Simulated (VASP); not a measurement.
# Fe (Fm-3m) in VASP: single point with PBE

Aim: the single point of Fe with PBE.

Everything below comes from runs of VASP 6.6.1. Logs are shortened: lines on timing, memory, paths and dates and some standing lists are left out, and cuts for length are marked.

## (1) The cell of the first run

The structure is cubic, space group Fm-3m (No. 225). Conventional cell: a = 3.509 Å, b = 3.509 Å, c = 3.509 Å, α = 90.00°, β = 90.00°, γ = 90.00°. Within 3.3 Å of Fe (site symmetry m-3m) lie 12 Fe at 2.48 Å.

This isn't the form of Fe at room conditions, which is bcc.

## (2) Single point, PBE, collinear spin, ferromagnetic start

INCAR

```
SYSTEM = Fe
ALGO     = Normal         ! electronic algorithm
EDIFF    = 1E-7           ! SCF threshold, eV
ENCUT    = 520            ! plane-wave cutoff, eV
GGA      = PE             ! functional
ISIF     = 2              ! what is computed and relaxed
ISMEAR   = -1             ! smearing method
ISPIN    = 2              ! spin polarisation
ISYM     = 0            
LASPH    = .True.         ! aspherical terms in the spheres
LCHARG   = .False.        ! write CHGCAR
LMAXMIX  = 4              ! l up to which the mixer works
LORBIT   = 11             ! projections on sites
LREAL    = .False.        ! projectors in reciprocal space
LWAVE    = .False.        ! write WAVECAR
MAGMOM   = 4 4            ! initial moments
NBANDS   = 19             ! bands
NELM     = 150            ! most SCF steps
PREC     = Accurate       ! precision mode
SIGMA    = 0.1            ! smearing width, eV
```

KPOINTS

```
k-points
0
Gamma
  12 12 6
  0 0 0
```

POSCAR

```
Fe
1.0
    0.0000000000      1.7545000000      1.7545000000
    1.7545000000      0.0000000000      1.7545000000
    3.5090000000      3.5090000000      0.0000000000
Fe
2
Direct
    0.0000000000      0.0000000000      0.0000000000
    0.0000000000      0.0000000000      0.5000000000
```

Potentials or basis: VASP PAW PBE potentials, release 64 (Fe).

Launch:

```
> cat potpaw_PBE.64/Fe/POTCAR > POTCAR
> mpirun -np 1 vasp_std > vasp.out
```

OUTCAR:

```text
SYSTEM = Fe
   EDIFF = 1E-7
   ENCUT = 520
   GGA = PE
   ISIF = 2
   ISMEAR = -1
   ISPIN = 2
   ISYM = 0
   LASPH = .True.
   LORBIT = 11
   LREAL = .False.
   NELM = 150
   PREC = Accurate

 ion  position               nearest neighbor table
   1  0.000  0.000  0.000-   2 2.48   2 2.48   2 2.48   2 2.48   2 2.48   2 2.48
   2  0.000  0.000  0.500-   1 2.48   1 2.48   1 2.48   1 2.48   1 2.48   1 2.48

IMPORTANT INFORMATION: All symmetrisations will be switched off!
NOSYMM: (Re-)initialisation of all symmetry stuff for point group C_1.

----------------------------------------------------------------------------------------

                                     Primitive cell

  volume of cell :      21.6033

  direct lattice vectors                    reciprocal lattice vectors
     0.000000000  1.754500000  1.754500000    -0.284981476  0.284981476  0.284981476
     1.754500000  0.000000000  1.754500000     0.284981476 -0.284981476  0.284981476
     3.509000000  3.509000000  0.000000000     0.142490738  0.142490738 -0.142490738

  length of vectors
     2.481237695  2.481237695  4.962475390     0.493602396  0.493602396  0.246801198

  position of ions in fractional coordinates (direct lattice)
     0.000000000  0.000000000  0.000000000
     0.000000000  0.000000000  0.500000000

  ion indices of the primitive-cell ions
   primitive index   ion index
                 1           1
                 2           2

----------------------------------------------------------------------------------------

 KPOINTS: k-points

Automatic generation of k-mesh.
 Grid dimensions read from file:
 generate k-points for:   12   12    6

 Generating k-lattice:

  Cartesian coordinates                     Fractional coordinates (reciprocal lattice)
    -0.023748456  0.023748456  0.023748456     0.083333333  0.000000000  0.000000000
     0.023748456 -0.023748456  0.023748456     0.000000000  0.083333333  0.000000000
     0.023748456  0.023748456 -0.023748456     0.000000000  0.000000000  0.166666667

  Length of vectors
     0.041133533  0.041133533  0.041133533

  Shift w.r.t. Gamma in fractional coordinates (k-lattice)
     0.000000000  0.000000000  0.000000000

 -----------------------------------------------------------------------------
|                                                                             |
|           W    W    AA    RRRRR   N    N  II  N    N   GGGG   !!!           |
|           W    W   A  A   R    R  NN   N  II  NN   N  G    G  !!!           |
|           W    W  A    A  R    R  N N  N  II  N N  N  G       !!!           |
|           W WW W  AAAAAA  RRRRR   N  N N  II  N  N N  G  GGG   !            |
|           WW  WW  A    A  R   R   N   NN  II  N   NN  G    G                |
[... 87 lines left out ...]
   GGA     = PE    functional components
   LHFCALC =     F    Hartree Fock is set to
   AEXX    =    0.0000 exact exchange contribution
   IVDW    =     0    specifies the selected vdW correction
   LEPSILON=     F    determine dielectric tensor
   LRPA    =     F    only Hartree local field effects (RPA)
 spin polarized calculation
  energy-cutoff  :      520.00
  volume of cell :       21.60
 maximum number of plane-waves:       598
   NGX =  9   NGY =  9   NGZ = 19

 number of electron      15.9999992 magnetization       2.4512496

 Free energy of the ion-electron system (eV)
  ---------------------------------------------------
  ext. energy  EPLUGINS =         0.00000000
  ---------------------------------------------------
  free energy    TOTEN  =       -16.23171032 eV

  energy without entropy =      -16.12366330  energy(sigma->0) =      -16.17768681

 E-fermi :   6.3273     XC(G=0): -13.4358

 val. band max:        6.3108493775   @ k =   0.5000   0.1667  -0.1667
 cond. band min:       6.3517737288   @ k =   0.3333   0.1667   0.3333
 fundamental gap:      0.0409243512
 Fermi energy:         6.3273000908

 spin component 1

 k-point     1 :       0.0000    0.0000    0.0000
  band No.  band energies     occupation
      1      -2.3680      1.00000
      2       1.4536      1.00000
      3       4.0647      1.00000
      4       4.0647      1.00000
      5       4.3622      1.00000
      6       4.3622      1.00000
[... 517 lines left out ...]
     18      31.0256      0.00000
     19      31.6889      0.00000

 [... further k-points ...]

 spin component 2

 k-point     1 :       0.0000    0.0000    0.0000
  band No.  band energies     occupation
      1      -2.2407      1.00000
      2       2.0068      1.00000
      3       5.2641      0.99998
      4       5.2642      0.99998
      5       5.2642      0.99998
      6       5.3853      0.99992
[... 517 lines left out ...]
     18      31.3904      0.00000
     19      31.8926      0.00000

 [... further k-points ...]

------------------------ aborting loop because EDIFF is reached ----------------------------------------

  FORCE on cell =-STRESS in cart. coord.  units (eV):
  Direction    XX          YY          ZZ          XY          YZ          ZX
  --------------------------------------------------------------------------------------
  -------------------------------------------------------------------------------------
  Total       -0.4212507     -0.4212452     -0.4210444      0.0002050      0.0001650      0.0001647
  in kB      -31.2414461    -31.2410363    -31.2261431      0.0152059      0.0122336      0.0122153
  external PRESSURE =     -31.2362085 kB  Pullay stress =       0.0000000 kB

 VOLUME and BASIS-vectors are now :
 -----------------------------------------------------------------------------
  energy-cutoff  :      520.00
  volume of cell :       21.60
      direct lattice vectors                 reciprocal lattice vectors
     0.000000000  1.754500000  1.754500000    -0.284981476  0.284981476  0.284981476
     1.754500000  0.000000000  1.754500000     0.284981476 -0.284981476  0.284981476
     3.509000000  3.509000000  0.000000000     0.142490738  0.142490738 -0.142490738

 POSITION                                       TOTAL-FORCE (eV/Angst)
 -----------------------------------------------------------------------------------
      0.00000      0.00000      0.00000        -0.000000      0.000000     -0.000000
      1.75450      1.75450      0.00000         0.000000     -0.000000      0.000000
 -----------------------------------------------------------------------------------
    total drift:                                0.000000     -0.000000     -0.000000

  FREE ENERGIE OF THE ION-ELECTRON SYSTEM (eV)
  ---------------------------------------------------
  free  energy   TOTEN  =       -16.2317103231 eV

  energy  without entropy=      -16.1236632994  energy(sigma->0) =      -16.17768681

 total charge

# of ion       s       p       d       tot
------------------------------------------
    1        0.512   0.582   6.279   7.373
    2        0.512   0.582   6.279   7.373
--------------------------------------------------
tot          1.024   1.164  12.558  14.746

 magnetization (x)

# of ion       s       p       d       tot
------------------------------------------
    1       -0.007  -0.023   1.244   1.215
    2       -0.007  -0.023   1.244   1.215
--------------------------------------------------
tot         -0.013  -0.046   2.488   2.429
```

OSZICAR:

```text
N       E                     dE             d eps       ncg     rms          rms(c)
DAV:   1     0.776967851214E+02    0.77697E+02   -0.78593E+03 36211   0.116E+03
DAV:   2    -0.134211911334E+02   -0.91118E+02   -0.81203E+02 33355   0.203E+02
DAV:   3    -0.168866144597E+02   -0.34654E+01   -0.33522E+01 36319   0.506E+01
[... 10 lines left out ...]
DAV:  14    -0.162317112291E+02   -0.12328E-04   -0.81009E-05 46623   0.153E-01    0.197E-02
DAV:  15    -0.162317083622E+02    0.28669E-05   -0.11629E-05 42080   0.392E-02    0.155E-02
DAV:  16    -0.162317090175E+02   -0.65533E-06   -0.10450E-06 40563   0.148E-02    0.940E-03
DAV:  17    -0.162317101895E+02   -0.11720E-05   -0.12545E-06 43906   0.231E-02    0.335E-03
DAV:  18    -0.162317103117E+02   -0.12221E-06   -0.11653E-07 23437   0.396E-03    0.163E-03
DAV:  19    -0.162317103231E+02   -0.11329E-07   -0.31518E-08 17858   0.351E-03
   1 F= -.16231710E+02 E0= -.16177687E+02  d E =-.108047E+00  mag=     2.4509
```

stdout:

```text
POSCAR found type information on POSCAR Fe
 POSCAR found :  1 types and       2 ions
 scaLAPACK will be used
 LDA part: xc-table for (Slater+PW92), standard interpolation
 -----------------------------------------------------------------------------
|                                                                             |
|           W    W    AA    RRRRR   N    N  II  N    N   GGGG   !!!           |
|           W    W   A  A   R    R  NN   N  II  NN   N  G    G  !!!           |
|           W    W  A    A  R    R  N N  N  II  N N  N  G       !!!           |
|           W WW W  AAAAAA  RRRRR   N  N N  II  N  N N  G  GGG   !            |
|           WW  WW  A    A  R   R   N   NN  II  N   NN  G    G                |
|           W    W  A    A  R    R  N    N  II  N    N   GGGG   !!!           |
|                                                                             |
|     Your reciprocal lattice and k-lattice belong to different lattice       |
|     classes:                                                                |
|                                                                             |
|        The reciprocal lattice is rhombohedral (trigonal),                   |
|        whereas your k-lattice is body-centered cubic.                       |
|                                                                             |
|     Results are often still useful ...                                      |
|                                                                             |
 -----------------------------------------------------------------------------

 POSCAR, INCAR and KPOINTS ok, starting setup
 FFT: planning ... GRIDC
 FFT: planning ... GRID_SOFT
 FFT: planning ... GRID
 WAVECAR not read
 entering main loop
```

It took 11 min on 1 thread of Intel Xeon 8259CL, shared host; peak memory 0.35 GiB.

Results:

| Quantity | Value |
| --- | --- |
| Free energy | -16.2317 eV |
| Pressure | -3.1 GPa |
| Net moment | 2.45 μB per cell |
| Site moments | Fe +1.22 μB |
| Valence electrons inside the program's atomic spheres | Fe 7.37 |

Levels at points of the mesh, in eV from the Fermi level:
Spin up:
```csv
k point,band 6,band 7,band 8,band 9,band 10,band 11,band 12,band 13
"(0.00, 0.00, 0.00)",-1.97,-1.97,-0.94,-0.94,0.05,0.26,0.26,7.44
"(0.50, 0.00, 0.00)",-0.02,0.05,0.26,0.26,0.66,0.66,2.96,7.44
"(0.00, 0.50, 0.00)",-0.02,0.05,0.26,0.26,0.66,0.66,2.96,7.44
"(0.50, 0.50, 0.00)",-0.02,0.05,0.26,0.26,0.66,0.66,2.96,7.44
"(0.00, 0.00, 0.50)",-1.85,-1.85,-1.85,-0.68,-0.68,-0.68,-0.68,15.50
"(0.50, 0.00, 0.50)",-1.94,-1.17,-1.17,0.36,0.36,3.30,3.30,9.72
"(0.00, 0.50, 0.50)",-1.94,-1.17,-1.17,0.36,0.36,3.30,3.30,9.72
"(0.50, 0.50, 0.50)",-1.94,-1.17,-1.17,0.36,0.36,3.30,3.30,9.72
```
Spin down:
| k point | band 3 | band 4 | band 5 | band 6 | band 7 | band 8 | band 9 | band 10 | band 11 | band 12 |
| --- | --- | --- | --- | --- | --- | --- | --- | --- | --- | --- |
| (0.00, 0.00, 0.00) | -1.06 | -1.06 | -1.06 | -0.94 | -0.94 | 0.14 | 0.85 | 0.85 | 1.63 | 1.63 |
| (0.50, 0.00, 0.00) | -3.56 | -0.94 | -0.94 | 0.14 | 1.63 | 1.63 | 1.70 | 1.70 | 1.86 | 3.09 |
| (0.00, 0.50, 0.00) | -3.56 | -0.94 | -0.94 | 0.14 | 1.63 | 1.63 | 1.70 | 1.70 | 1.86 | 3.09 |
| (0.50, 0.50, 0.00) | -3.56 | -0.94 | -0.94 | 0.14 | 1.63 | 1.63 | 1.70 | 1.70 | 1.86 | 3.09 |
| (0.00, 0.00, 0.50) | -1.64 | -1.64 | -0.71 | -0.71 | -0.71 | -0.71 | 0.86 | 0.86 | 0.86 | 0.86 |
| (0.50, 0.00, 0.50) | -2.59 | -2.59 | -1.15 | -1.15 | 0.26 | 0.26 | 1.70 | 1.70 | 4.08 | 4.08 |
| (0.00, 0.50, 0.50) | -2.59 | -2.59 | -1.15 | -1.15 | 0.26 | 0.26 | 1.70 | 1.70 | 4.08 | 4.08 |
| (0.50, 0.50, 0.50) | -2.59 | -2.59 | -1.15 | -1.15 | 0.26 | 0.26 | 1.70 | 1.70 | 4.08 | 4.08 |

Caveat: the cell stands under tension.
